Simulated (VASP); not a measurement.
Wanted: the native input for a VASP 6.6.1 run.

```yaml
Task: single point
Functional: PBE
Potentials_or_basis: VASP PAW PBE potentials, release 64 (Al)
Cutoff: 520 eV
k_mesh: 11 × 11 × 3
Occupations: fermi-dirac, width 0.05 eV
Spin: no spin polarisation
Dipole_correction: no
Further_INCAR_settings: ALGO = Normal; EDIFF = 1e-07; NBANDS = 14
```

The structure of Al lies in POSCAR:

```
Al
1.0
    2.8270770242      0.0000000000      0.0000000000
   -1.4135385121      2.4483205214      0.0000000000
    0.0000000000      0.0000000000      9.1859930700
Al
4
Direct
    0.6666666667      0.3333333333      0.7500000000
    0.0000000000      0.0000000000      0.5000000000
    0.3333333333      0.6666666667      0.2500000000
    0.0000000000      0.0000000000      0.0000000000
```

This isn't the form of Al at room conditions, which is fcc.

One way to write it, as run:

INCAR

```
SYSTEM = Al
ALGO = Normal
EDIFF = 1E-7
ENCUT = 520
GGA = PE
ISIF = 2
ISMEAR = -1
LASPH = .TRUE.
LCHARG = .TRUE.
LELF = .TRUE.
LREAL = .FALSE.
LVHAR = .TRUE.
LWAVE = .FALSE.
NBANDS = 14
NELM = 60
PREC = Accurate
SIGMA = 0.05
```

KPOINTS

```
k-points
0
G
  11 11 3
  0 0 0
```

Potentials or basis: VASP PAW PBE potentials, release 64 (Al).

The run is started by

```sh
$ cat potpaw_PBE.64/Al/POTCAR > POTCAR
$ mpirun -np 1 vasp_std > vasp.out
```

Results of the run:

```yaml
Pressure: 3.5 GPa
Band_gap_on_the_k_mesh: zero (bands 6 and 7 overlap by 5.95 eV)
```

Caveat: the cell stands under pressure.

It took 49 s on 1 thread of AMD EPYC 7R13, with other jobs on the host, peak memory 0.15 GiB.
